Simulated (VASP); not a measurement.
Write the native input for VASP 6.6.1 that does the following.

```yaml
Task: relaxation of cell and atoms
Functional: PBE
Potentials_or_basis: VASP PAW PBE potentials, release 64 (As)
Cutoff: 600 eV
k_mesh: 17 × 17 × 17
Occupations: fermi-dirac, width 0.05 eV
Spin: no spin polarisation
Dipole_correction: no
Further_INCAR_settings: ALGO = Normal; EDIFF = 1e-06; IBRION = 2; EDIFFG = -0.005; NSW = 45; ISIF = 3
```

The structure of As lies in POSCAR:

```
As
1.0
   -1.6836576150      1.6836576150      1.6836576150
    1.6836576150     -1.6836576150      1.6836576150
    1.6836576150      1.6836576150     -1.6836576150
As
1
Direct
    0.0000000000      0.0000000000      0.0000000000
```

This isn't the form of As at room conditions, which is rhombohedral.

These files were run (other wordings do the same):

INCAR

```
SYSTEM = As
ALGO = Normal ; EDIFF = 1E-6
EDIFFG = -0.005 ; ENCUT = 600
GGA = PE ; IBRION = 2
ISIF = 3 ; ISMEAR = -1
LASPH = .TRUE. ; LCHARG = .FALSE.
LREAL = .FALSE. ; LWAVE = .FALSE.
NELM = 100 ; NSW = 45
PREC = Accurate ; SIGMA = 0.05
```

KPOINTS

```
k-points
0
G
  17 17 17
  0 0 0
```

Potentials or basis: VASP PAW PBE potentials, release 64 (As).

Command:

```sh
$ cat potpaw_PBE.64/As/POTCAR > POTCAR
$ mpirun -np 1 vasp_std > vasp.out
```

It gave:

| Quantity | Value |
| --- | --- |
| Relaxed volume | 19.11 Å³/atom |
| Relaxed cell | a = 2.917 Å, b = 2.917 Å, c = 2.917 Å, α = 109.47°, β = 109.47°, γ = 109.47° |
| Space group after relaxing (to 0.1 Å) | Im-3m (No. 229) |
| Energy gained by relaxing | 0.0 meV/atom |
| Ionic steps | 2 |
| Pressure after relaxing | 0.0 GPa |
| Band gap on the k mesh | zero (an odd number of electrons rules out a gap without spin polarisation) |

Run time: 7.1 s on 1 thread of Intel(R) Xeon(R) 6975P-C (Granite Rapids), with other jobs on the host, peak memory 0.16 GiB.
